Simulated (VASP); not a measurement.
Crystal: Os.

```
Os
1.0
     2.73410    0.00000    0.00000
    -1.36705    2.36780    0.00000
     0.00000    0.00000    4.31970
Os
2
Cartesian
  0.0000 1.5785 1.0799
  1.3671 0.7893 3.2398
```

- Program: VASP 6.6.1
- Task: relaxation of volume and atoms at fixed shape
- Functional: LDA
- Potentials or basis: VASP PAW LDA potentials, release 64 (Os)
- Cutoff: 600 eV
- k mesh: 11 × 11 × 6
- Occupations: methfessel-paxton, width 0.05 eV
- Spin: no spin polarisation

At the start: pressure -7.7 GPa; volume 13.98 Å³/atom.

Problem. How do energy, volume and symmetry change on relaxing?

Solution. Over 3 steps the energy falls by 5.9 meV/atom and the volume is 13.75 Å³/atom (-1.7 %); space group P6_3/mmc (No. 194, to 0.1 Å) before and after.

The path:
```tsv
step	energy change (eV)	largest force (eV/Å)	pressure (GPa)	volume (Å³)
1	0.0000	0.0000	-7.69	27.96
2	0.2655	0.0000	44.88	25.34
3	-0.0119	0.0000	-0.32	27.50
```

Final structure:
```xyz
2
Lattice="2.7187 0.0000 0.0000 -1.3594 2.3545 0.0000 0.0000 0.0000 4.2954" Properties=species:S:1:pos:R:3 pbc="T T T"
Os    0.0000    1.5697    1.0739
Os    1.3594    0.7848    3.2216
```
